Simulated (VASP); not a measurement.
Crystal: KMgF3 (cubic perovskite).

```
K Mg F
1.0
     4.00600    0.00000    0.00000
     0.00000    4.00600    0.00000
     0.00000    0.00000    4.00600
K Mg F
1 1 3
Direct
  0.50000 0.50000 0.50000
  0.00000 0.00000 0.00000
  0.50000 0.00000 0.00000
  0.00000 0.50000 0.00000
  0.00000 0.00000 0.50000
```

| Property | Result |
| --- | --- |
| Program | VASP 6.6.1 |
| Task | relaxation of cell and atoms |
| Functional | LDA |
| Potentials or basis | VASP PAW LDA potentials, release 64 (K_sv, Mg, F) |
| Cutoff | 600 eV |
| k mesh | 6 × 6 × 6 |
| Occupations | gaussian, width 0.01 eV |
| Spin | no spin polarisation |

At the start: pressure -6.3 GPa; volume 12.86 Å³/atom.

Where does the relaxation end?

Over 5 steps the energy falls by 22.6 meV/atom and the volume is 11.80 Å³/atom (-8.3 %); space group Pm-3m (No. 221, to 0.05 Å).

The path:
| step | energy change (eV) | largest force (eV/Å) | pressure (GPa) | volume (Å³) |
| --- | --- | --- | --- | --- |
| 1 | 0.0000 | 0.0000 | -6.29 | 64.29 |
| 2 | -0.1107 | 0.0000 | -1.07 | 59.71 |
| 3 | -0.1132 | 0.0000 | -0.03 | 59.00 |
| 4 | -0.1131 | 0.0000 | 0.12 | 58.90 |
| 5 | -0.1132 | 0.0000 | 0.00 | 58.98 |

Final structure:
```xyz
5
Lattice="3.8925 0.0000 0.0000 0.0000 3.8925 0.0000 0.0000 0.0000 3.8925" Properties=species:S:1:pos:R:3 pbc="T T T"
K     1.9462    1.9462    1.9462
Mg    0.0000    0.0000    3.8925
F     1.9462    0.0000    3.8925
F     0.0000    1.9462    3.8925
F     0.0000    3.8925    1.9462
```
